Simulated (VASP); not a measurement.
# PbF2 (I4/mmm) in VASP: further runs

PbF2 is run at these levels: r2SCAN; tasks: single point.

All numbers are computed with VASP 6.6.1; they aren't measurements. Logs are shortened: lines on timing, memory, paths and dates and some standing lists are left out, and cuts for length are marked.

## (1) The cell of the first run

Symmetry: I4/mmm, No. 139, tetragonal system. The conventional cell has a = 4.137 Å, b = 4.137 Å, c = 5.940 Å, α = 90.00°, β = 90.00°, γ = 90.00°. Within 3.4 Å of Pb (site symmetry 4/mmm) lie 8 F at 2.55 Å. F (site symmetry -4m2) has 4 Pb at 2.55 Å and 6 F at 2.93 to 2.97 Å within 3.4 Å.

## (2) Single point, r2SCAN (strain -0.015 along x and y, +0.000 along z)

POSCAR reads:

```
PbF2
1.0
    0.0000000000      2.9253022500      2.9698500000
    2.9253022500      0.0000000000      2.9698500000
    2.9253022500      2.9253022500      0.0000000000
Pb F
1 2
Direct
    0.0000000000      0.0000000000      0.0000000000
    0.2500000000      0.2500000000      0.2500000000
    0.7500000000      0.7500000000      0.7500000000
```

INCAR.step1 reads:

```
PREC = Accurate ; ENCUT = 520
ISMEAR = 0 ; SIGMA = 0.05
LREAL = F ; LASPH = T
NELM = 60 ; NBANDS = 21
GGA = PE ; ALGO = Normal
EDIFF = 1E-4 ; LWAVE = T
LCHARG = F
```

INCAR.step2 reads:

```
PREC = Accurate ; ENCUT = 520
EDIFF = 1E-6 ; ISMEAR = 0
SIGMA = 0.05 ; LREAL = F
LASPH = T ; NELM = 60
ALGO = Normal ; ISIF = 2
LWAVE = F ; LCHARG = F
METAGGA = R2SCAN ; LMIXTAU = T
NBANDS = 21 ; ISTART = 1
```

KPOINTS reads:

```
Automatic mesh
0
Gamma
  8 8 8
```

Potentials or basis: VASP PAW PBE potentials, release 64 (Pb_d, F).

Command:

```console
cat potpaw_PBE.64/Pb_d/POTCAR potpaw_PBE.64/F/POTCAR > POTCAR
cp INCAR.step1 INCAR
mpirun -np 1 vasp_std > vasp.out
cp INCAR.step2 INCAR
mpirun -np 1 vasp_std > vasp.out
```

OUTCAR:

```text
PREC = Accurate
   ENCUT = 520
   EDIFF = 1E-6
   ISMEAR = 0
   LREAL = F
   LASPH = T
   NELM = 60
   ISIF = 2
   METAGGA = R2SCAN
   ISTART = 1

 ion  position               nearest neighbor table
   1  0.000  0.000  0.000-   3 2.55   3 2.55   2 2.55   3 2.55   2 2.55   2 2.55   3 2.55   2 2.55

   2  0.250  0.250  0.250-   1 2.55   1 2.55   1 2.55   1 2.55
   3  0.750  0.750  0.750-   1 2.55   1 2.55   1 2.55   1 2.55

  LATTYP: Found a body centered tetragonal cell.
 ALAT       =     4.1370021160
 C/A-ratio  =     1.4357498095

  Lattice vectors:

 A1 = (  -2.9253022500,   0.0000000000,   2.9698500000)
 A2 = (   2.9253022500,   0.0000000000,   2.9698500000)
 A3 = (   0.0000000000,   2.9253022500,  -2.9698500000)

Analysis of symmetry for initial positions (statically):
=====================================================================
 Subroutine PRICEL returns:
 Original cell was already a primitive cell.

 Routine SETGRP: Setting up the symmetry group for a
 body centered tetragonal supercell.

 Subroutine GETGRP returns: Found 16 space group operations
 (whereof 16 operations were pure point group operations)
 out of a pool of 16 trial point group operations.

The static configuration has the point symmetry D_4h.

Analysis of symmetry for dynamics (positions and initial velocities):
=====================================================================
 Subroutine PRICEL returns:
 Original cell was already a primitive cell.

 Routine SETGRP: Setting up the symmetry group for a
 body centered tetragonal supercell.

 Subroutine GETGRP returns: Found 16 space group operations
 (whereof 16 operations were pure point group operations)
 out of a pool of 16 trial point group operations.

The dynamic configuration has the point symmetry D_4h.

 Subroutine INISYM returns: Found 16 space group operations
 (whereof 16 operations are pure point group operations),
 and found     1 'primitive' translations

----------------------------------------------------------------------------------------

                                     Primitive cell

  volume of cell :      50.8283

  direct lattice vectors                    reciprocal lattice vectors
     0.000000000  2.925302250  2.969850000    -0.170922509  0.170922509  0.168358671
     2.925302250  0.000000000  2.969850000     0.170922509 -0.170922509  0.168358671
     2.925302250  2.925302250  0.000000000     0.170922509  0.170922509 -0.168358671

  length of vectors
     4.168621148  4.168621148  4.137002116     0.294573676  0.294573676  0.294573676

  position of ions in fractional coordinates (direct lattice)
     0.000000000  0.000000000  0.000000000
     0.250000000  0.250000000  0.250000000
     0.750000000  0.750000000  0.750000000

  ion indices of the primitive-cell ions
   primitive index   ion index
                 1           1
                 2           2
                 3           3

----------------------------------------------------------------------------------------

 KPOINTS: Automatic mesh

Automatic generation of k-mesh.
 Grid dimensions read from file:
 generate k-points for:    8    8    8

 Generating k-lattice:

  Cartesian coordinates                     Fractional coordinates (reciprocal lattice)
    -0.021365314  0.021365314  0.021044834     0.125000000  0.000000000  0.000000000
     0.021365314 -0.021365314  0.021044834     0.000000000  0.125000000  0.000000000
     0.021365314  0.021365314 -0.021044834     0.000000000  0.000000000  0.125000000

  Length of vectors
     0.036821709  0.036821709  0.036821709

  Shift w.r.t. Gamma in fractional coordinates (k-lattice)
     0.000000000  0.000000000  0.000000000

 Subroutine IBZKPT returns following result:
 ===========================================

 Found     59 irreducible k-points:

 Following reciprocal coordinates:
            Coordinates               Weight
  0.000000  0.000000  0.000000      1.000000
  0.125000  0.000000  0.000000      8.000000
  0.250000  0.000000  0.000000      8.000000
  0.375000 -0.000000  0.000000      8.000000
  0.500000  0.000000  0.000000      4.000000
  0.125000  0.125000  0.000000      2.000000
[... 16 lines left out ...]
  0.250000  0.000000  0.125000     16.000000
  0.375000 -0.000000  0.125000     16.000000
 [... further k-points ...]
   k-points           NKPTS =     59   k-points in BZ     NKDIM =     59   number of bands    NBANDS=     21
   number of dos      NEDOS =    301   number of ions     NIONS =      3
   total plane-waves  NPLWV =  32768
   dimension x,y,z NGX =    32 NGY =   32 NGZ =   32
   dimension x,y,z NGXF=    64 NGYF=   64 NGZF=   64
   ions per type =               1   2
   NGX,Y,Z   is equivalent  to a cutoff of  12.76, 12.76, 12.86 a.u.
   NGXF,Y,Z  is equivalent  to a cutoff of  25.52, 25.52, 25.72 a.u.
 SYSTEM =  unknown system
   PREC   = accura    normal or accurate (medium, high low for compatibility)
   ISTART =      1    job   : 0-new  1-cont  2-samecut
   ICHARG =      0    charge: 1-file 2-atom 10-const
   ISPIN  =      1    spin polarized calculation?
   LNONCOLLINEAR =      F non collinear calculations
   LSORBIT =      F    spin-orbit coupling
   LASPH  =      T    aspherical Exc in radial PAW
   ENCUT  =  520.0 eV  38.22 Ry    6.18 a.u.   7.75  7.75  7.69*2*pi/ulx,y,z
   NELM   =     60;   NELMIN=  2; NELMDL=  0     # of ELM steps
   EDIFF  = 0.1E-05   stopping-criterion for ELM
   LREAL  =      F    real-space projection
   EDIFFG = 0.1E-04   stopping-criterion for IOM
   NSW    =      0    number of steps for IOM
   IBRION =     -1    ionic relax: 0-MD 1-quasi-New 2-CG
   NFREE  =      0    steps in history (QN), initial steepest desc. (CG)
   ISIF   =      2    stress and relaxation
   ISYM   =      2    0-nonsym 1-usesym 2-fastsym
   POTIM  = 0.5000    time-step for ionic-motion
   TEBEG  =    0.0;   TEEND  =   0.0 temperature during run
   PSTRESS=    0.0 pullay stress
   NELECT =      28.0000    total number of electrons
   NUPDOWN=      -1.0000    fix difference up-down
   EMIN   =  10.00;   EMAX   =-10.00  energy-range for DOS
   EFERMI =   0.00;   METHOD = LEGACY
   ISMEAR =     0;   SIGMA  =   0.05  broadening in eV -4-tet -1-fermi 0-gaus
   EFERMI_NEDOS =   21; number of points for ismear=-14 and -15
   IALGO  =     38    algorithm
   IMIX   =      4    mixing-type and parameters
     AMIX     =   0.40;   BMIX     =  1.00
     AMIX_MAG =   1.60;   BMIX_MAG =  1.00
  volume/ion in A,a.u.               =      16.94       114.34
  Fermi-wavevector in a.u.,A,eV,Ry     =   1.342020  2.536049 24.504317  1.801016
  Thomas-Fermi vector in A             =   2.470207
   LORBIT       =      0    0 simple, 1 ext, 2 COOP (PROOUT), +10 PAW based schemes
   METAGGA = R2SCAN    functional components
   LHFCALC =     F    Hartree Fock is set to
   AEXX    =    0.0000 exact exchange contribution
   IVDW    =     0    specifies the selected vdW correction
   LEPSILON=     F    determine dielectric tensor
   LRPA    =     F    only Hartree local field effects (RPA)
 non-spin polarized calculation
 Gauss-broadening in eV      SIGMA  =   0.05
  energy-cutoff  :      520.00
  volume of cell :       50.83
 maximum number of plane-waves:      1391
   NGX = 15   NGY = 15   NGZ = 15

 number of electron      27.9999993 magnetization

 Free energy of the ion-electron system (eV)
  ---------------------------------------------------
  ext. energy  EPLUGINS =         0.00000000
  ---------------------------------------------------
  free energy    TOTEN  =       -70.15331710 eV

  energy without entropy =      -70.15331710  energy(sigma->0) =      -70.15331710

 E-fermi :   2.0443     XC(G=0): -10.1398

 val. band max:        1.8356284047   @ k =  -0.2500   0.5000   0.2500
 cond. band min:       6.7229606536   @ k =   0.5000   0.0000   0.5000
 fundamental gap:      4.8873322488
 Fermi energy:         2.0442645793

 k-point     1 :       0.0000    0.0000    0.0000
  band No.  band energies     occupation
      1     -20.7774      2.00000
      2     -20.1464      2.00000
      3     -13.0946      2.00000
      4     -13.0835      2.00000
      5     -13.0835      2.00000
      6     -13.0285      2.00000
[... 13 lines left out ...]
     20      17.9475      0.00000
     21      19.9488      0.00000

 k-point     2 :       0.1250    0.0000    0.0000
  band No.  band energies     occupation
      1     -20.7472      2.00000
      2     -20.1738      2.00000
      3     -13.0847      2.00000
      4     -13.0767      2.00000
      5     -13.0525      2.00000
      6     -13.0286      2.00000
[... 13 lines left out ...]
     20      17.4441      0.00000
     21      19.4943      0.00000

 k-point     3 :       0.2500    0.0000    0.0000
  band No.  band energies     occupation
      1     -20.6671      2.00000
      2     -20.2450      2.00000
      3     -13.0731      2.00000
      4     -13.0673      2.00000
      5     -13.0220      2.00000
      6     -13.0174      2.00000
[... 13 lines left out ...]
     20      16.7748      0.00000
     21      18.2304      0.00000

 k-point     4 :       0.3750   -0.0000    0.0000
  band No.  band energies     occupation
      1     -20.5635      2.00000
      2     -20.3381      2.00000
      3     -13.0711      2.00000
      4     -13.0677      2.00000
      5     -13.0053      2.00000
      6     -13.0015      2.00000
[... 13 lines left out ...]
     20      16.3784      0.00000
     21      17.2393      0.00000

 k-point     5 :       0.5000    0.0000    0.0000
  band No.  band energies     occupation
      1     -20.4828      2.00000
      2     -20.4137      2.00000
      3     -13.0720      2.00000
      4     -13.0694      2.00000
      5     -12.9968      2.00000
      6     -12.9931      2.00000
[... 13 lines left out ...]
     20      16.2579      0.00000
     21      16.8812      0.00000
[... 382 lines left out ...]
     20      19.5268      0.00000
     21      19.9470      0.00000

 k-point    22 :       0.1250    0.0000    0.1250
  band No.  band energies     occupation
      1     -20.7367      2.00000
      2     -20.1830      2.00000
      3     -13.0800      2.00000
      4     -13.0703      2.00000
      5     -13.0456      2.00000
      6     -13.0332      2.00000
[... 13 lines left out ...]
     20      17.8649      0.00000
     21      19.9466      0.00000

 k-point    23 :       0.2500    0.0000    0.1250
  band No.  band energies     occupation
      1     -20.6744      2.00000
      2     -20.2381      2.00000
      3     -13.0648      2.00000
      4     -13.0582      2.00000
      5     -13.0341      2.00000
      6     -13.0145      2.00000
[... 13 lines left out ...]
     20      17.5289      0.00000
     21      19.2358      0.00000

 k-point    24 :       0.3750   -0.0000    0.1250
  band No.  band energies     occupation
      1     -20.5817      2.00000
      2     -20.3196      2.00000
      3     -13.0596      2.00000
      4     -13.0575      2.00000
      5     -13.0141      2.00000
      6     -13.0006      2.00000
[... 13 lines left out ...]
     20      17.3483      0.00000
     21      18.2223      0.00000

 [... further k-points ...]
[... 5 lines left out ...]
  --------------------------------------------------------------------------------------
  -------------------------------------------------------------------------------------
  Total        0.5990014      0.5990014      0.3457526      0.0000000      0.0000000     -0.0000000
  in kB       18.8813225     18.8813225     10.8985839      0.0000000      0.0000000     -0.0000000
  external PRESSURE =      16.2204096 kB  Pullay stress =       0.0000000 kB

 VOLUME and BASIS-vectors are now :
 -----------------------------------------------------------------------------
  energy-cutoff  :      520.00
  volume of cell :       50.83
      direct lattice vectors                 reciprocal lattice vectors
     0.000000000  2.925302250  2.969850000    -0.170922509  0.170922509  0.168358671
     2.925302250  0.000000000  2.969850000     0.170922509 -0.170922509  0.168358671
     2.925302250  2.925302250  0.000000000     0.170922509  0.170922509 -0.168358671

 POSITION                                       TOTAL-FORCE (eV/Angst)
 -----------------------------------------------------------------------------------
      0.00000      0.00000      0.00000         0.000000      0.000000      0.000000
      1.46265      1.46265      1.48493        -0.000000      0.000000     -0.000000
      4.38795      4.38795      4.45477        -0.000000      0.000000      0.000000
 -----------------------------------------------------------------------------------
    total drift:                                0.000000     -0.000000      0.000000

  FREE ENERGIE OF THE ION-ELECTRON SYSTEM (eV)
  ---------------------------------------------------
  free  energy   TOTEN  =       -70.1533171012 eV

  energy  without entropy=      -70.1533171012  energy(sigma->0) =      -70.15331710
```

It took 80 s on 1 thread of Intel Xeon 6975P-C (Granite Rapids), shared host; peak memory 0.21 GiB.

Results:

| Item | Value |
| --- | --- |
| Free energy | -70.1533 eV |
| Pressure | 1.6 GPa |
| Band gap on the k mesh | 4.89 eV, indirect (least direct gap 5.05 eV) |

Caveat: the cell differs from its parent crystal (strain -0.015 along x and y, +0.000 along z); the PAW data sets were made with another functional, which shifts forces and pressure a little; spin-orbit coupling is left out, which moves the levels of the heavy elements. A k mesh can miss the band edges.

## (3) Single point, r2SCAN (strain +0.000 along x and y, -0.015 along z)

POSCAR reads:

```
PbF2
1.0
    0.0000000000      2.9698500000      2.9253022500
    2.9698500000      0.0000000000      2.9253022500
    2.9698500000      2.9698500000      0.0000000000
Pb F
1 2
Direct
    0.0000000000      0.0000000000      0.0000000000
    0.2500000000      0.2500000000      0.2500000000
    0.7500000000      0.7500000000      0.7500000000
```

INCAR.step1 reads:

```
SYSTEM = PbF2
ALGO = Normal
EDIFF = 1E-4
ENCUT = 520
GGA = PE
ISMEAR = 0
LASPH = .True.
LCHARG = .False.
LREAL = .False.
LWAVE = .True.
NBANDS = 21
NELM = 80
PREC = Accurate
SIGMA = 0.05
```

INCAR.step2 reads:

```
SYSTEM = PbF2
ALGO = Normal
EDIFF = 1E-6
ENCUT = 520
ISIF = 2
ISMEAR = 0
ISTART = 1
LASPH = .True.
LCHARG = .False.
LMIXTAU = .True.
LREAL = .False.
LWAVE = .False.
METAGGA = R2SCAN
NBANDS = 21
NELM = 80
PREC = Accurate
SIGMA = 0.05
```

KPOINTS reads:

```
k-points
0
Gamma
  8 8 8
  0 0 0
```

Potentials or basis: VASP PAW PBE potentials, release 64 (Pb_d, F).

Command:

```console
cat potpaw_PBE.64/Pb_d/POTCAR potpaw_PBE.64/F/POTCAR > POTCAR
cp INCAR.step1 INCAR
mpirun -np 1 vasp_std > vasp.out
cp INCAR.step2 INCAR
mpirun -np 1 vasp_std > vasp.out
```

It took 73 s on 1 thread of Intel Xeon 6975P-C (Granite Rapids), shared host; peak memory 0.22 GiB.

Results (log left out):

```
Free energy            : -70.1596 eV
Pressure               : 0.4 GPa
Band gap on the k mesh : 4.86 eV, indirect (least direct gap 5.06 eV)
```

Stress tensor (GPa, compression positive):
```
0.10 0.00 0.00
0.00 0.10 0.00
0.00 0.00 0.91
```

Levels at points of the mesh, in eV from the valence-band top:
```
           k point  band 12  band 13  band 14  band 15  band 16  band 17
(0.00, 0.00, 0.00)    -2.27    -2.27    -2.16     7.23     7.30     7.30
(0.50, 0.00, 0.00)    -2.42    -2.40    -0.10     5.34     8.22     8.25
(0.50, 0.50, 0.00)    -1.83    -1.77    -0.23     4.86     8.44     8.44
(0.50, 0.00, 0.50)    -1.83    -1.77    -0.15     4.91     8.39     8.51
```

Caveat: the cell differs from its parent crystal (strain +0.000 along x and y, -0.015 along z); the PAW data sets were made with another functional, which shifts forces and pressure a little; spin-orbit coupling is left out, which moves the levels of the heavy elements. A k mesh can miss the band edges.

## (4) Single point, r2SCAN (strain -0.015 along x and y, +0.015 along z)

POSCAR reads:

```
PbF2
1.0
    0.0000000000      2.9253022500      3.0143977500
    2.9253022500      0.0000000000      3.0143977500
    2.9253022500      2.9253022500      0.0000000000
Pb F
1 2
Direct
    0.0000000000      0.0000000000      0.0000000000
    0.2500000000      0.2500000000      0.2500000000
    0.7500000000      0.7500000000      0.7500000000
```

INCAR.step1 reads:

```
SYSTEM = PbF2
PREC     = Accurate       ! precision mode
ENCUT    = 520            ! plane-wave cutoff, eV
ISMEAR   = 0              ! smearing method
SIGMA    = 0.05           ! smearing width, eV
LREAL    = .FALSE.        ! projectors in reciprocal space
LASPH    = .TRUE.         ! aspherical terms in the spheres
NELM     = 60             ! most SCF steps
NBANDS   = 21             ! bands
GGA      = PE             ! functional
ALGO     = Normal         ! electronic algorithm
EDIFF    = 1E-4           ! SCF threshold, eV
LWAVE    = .TRUE.         ! write WAVECAR
LCHARG   = .FALSE.        ! write CHGCAR
```

INCAR.step2 reads:

```
SYSTEM = PbF2
PREC     = Accurate       ! precision mode
ENCUT    = 520            ! plane-wave cutoff, eV
EDIFF    = 1E-6           ! SCF threshold, eV
ISMEAR   = 0              ! smearing method
SIGMA    = 0.05           ! smearing width, eV
LREAL    = .FALSE.        ! projectors in reciprocal space
LASPH    = .TRUE.         ! aspherical terms in the spheres
NELM     = 60             ! most SCF steps
ALGO     = Normal         ! electronic algorithm
ISIF     = 2              ! what is computed and relaxed
LWAVE    = .FALSE.        ! write WAVECAR
LCHARG   = .FALSE.        ! write CHGCAR
METAGGA  = R2SCAN         ! meta-GGA
LMIXTAU  = .TRUE.       
NBANDS   = 21             ! bands
ISTART   = 1
```

KPOINTS reads:

```
regular mesh
0
G
  8 8 8
  0 0 0
```

Command:

```console
cat potpaw_PBE.64/Pb_d/POTCAR potpaw_PBE.64/F/POTCAR > POTCAR
cp INCAR.step1 INCAR
mpirun -np 1 vasp_std > vasp.out
cp INCAR.step2 INCAR
mpirun -np 1 vasp_std > vasp.out
```

Run time: 3 min. Hardware: 1 thread of Intel Xeon Platinum 8259CL at 2.50GHz (Skylake/Cascade Lake), shared host; peak memory 0.22 GiB.

Results (log left out):

```
Free energy            : -70.1557 eV
Pressure               : 0.4 GPa
Band gap on the k mesh : 4.86 eV, indirect (least direct gap 5.03 eV)
```

Stress tensor (GPa, compression positive):
```
 0.90  0.00  0.00
 0.00  0.90  0.00
 0.00  0.00 -0.71
```

Levels at points of the mesh, in eV from the valence-band top:
```csv
k point,band 10,band 11,band 12,band 13,band 14,band 15,band 16,band 17,band 18,band 19
"(0.00, 0.00, 0.00)",-2.76,-2.70,-2.36,-2.16,-2.16,7.23,7.23,7.38,10.68,15.60
"(0.50, 0.00, 0.00)",-2.96,-2.88,-2.42,-2.39,-0.10,5.33,8.21,8.26,13.44,14.20
"(0.50, 0.50, 0.00)",-3.77,-1.89,-1.77,-1.77,-0.07,4.97,8.47,8.47,9.02,14.85
"(0.50, 0.00, 0.50)",-3.80,-1.89,-1.76,-1.75,-0.23,4.86,8.31,8.56,9.03,15.15
```

Caveat: the cell differs from its parent crystal (strain -0.015 along x and y, +0.015 along z); the PAW data sets were made with another functional, which shifts forces and pressure a little; spin-orbit coupling is left out, which moves the levels of the heavy elements.

(Continued in part 2 of 2.)
